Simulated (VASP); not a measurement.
**Fe: single point with PBE**

Crystal: Fe.

```
Fe
1.0
     0.00000    1.81950    1.81950
     1.81950    0.00000    1.81950
     3.63900    3.63900    0.00000
Fe
2
Direct
  0.00000 0.00000 0.00000
  0.00000 0.00000 0.50000
```

```json
{"Program": "VASP 6.6.1", "Task": "single point", "Functional": "PBE", "Potentials or basis": "VASP PAW PBE potentials, release 64 (Fe)", "Cutoff": "520 eV", "k mesh": "12 × 12 × 6", "Occupations": "fermi-dirac, width 0.05 eV", "Spin": "collinear spin, ferromagnetic start", "Starting moments": "[4.0, 4.0] μB", "Dipole correction": "no", "Further INCAR settings": "ALGO = Normal; EDIFF = 1e-07; NBANDS = 19"}
```

The pressure is -0.9 GPa, the net moment is 5.13 μB per cell and the site moments are Fe +2.57 μB. The valence electrons inside the program's atomic spheres are Fe 7.15.

Levels at points of the mesh, in eV from the Fermi level:
Spin up:
| k point | band 7 | band 8 | band 9 | band 10 | band 11 | band 12 | band 13 | band 14 | band 15 | band 16 |
| --- | --- | --- | --- | --- | --- | --- | --- | --- | --- | --- |
| (0.00, 0.00, 0.00) | -2.44 | -1.47 | -1.47 | -0.55 | -0.55 | -0.16 | 5.96 | 20.38 | 21.75 | 23.43 |
| (0.50, 0.00, 0.00) | -0.55 | -0.55 | -0.27 | -0.27 | -0.16 | 2.45 | 5.96 | 9.18 | 14.01 | 14.01 |
| (0.00, 0.00, 0.50) | -2.29 | -2.29 | -1.30 | -1.30 | -1.30 | -1.30 | 13.91 | 13.91 | 21.94 | 21.94 |
| (0.50, 0.00, 0.50) | -1.68 | -1.68 | -0.48 | -0.48 | 2.41 | 2.41 | 8.38 | 8.38 | 13.99 | 13.99 |
Spin down:
| k point | band 3 | band 4 | band 5 | band 6 | band 7 | band 8 |
| --- | --- | --- | --- | --- | --- | --- |
| (0.00, 0.00, 0.00) | -0.10 | -0.10 | -0.10 | -0.07 | -0.07 | -0.02 |
| (0.50, 0.00, 0.00) | -2.45 | -0.07 | -0.07 | -0.02 | 2.28 | 2.28 |
| (0.00, 0.00, 0.50) | -0.76 | -0.76 | 0.19 | 0.19 | 0.19 | 0.19 |
| (0.50, 0.00, 0.50) | -1.78 | -1.78 | -0.42 | -0.42 | 1.01 | 1.01 |

It took 42 s on 1 thread of Intel(R) Xeon(R) 6975P-C (Granite Rapids), with other jobs on the host, peak memory 0.19 GiB.
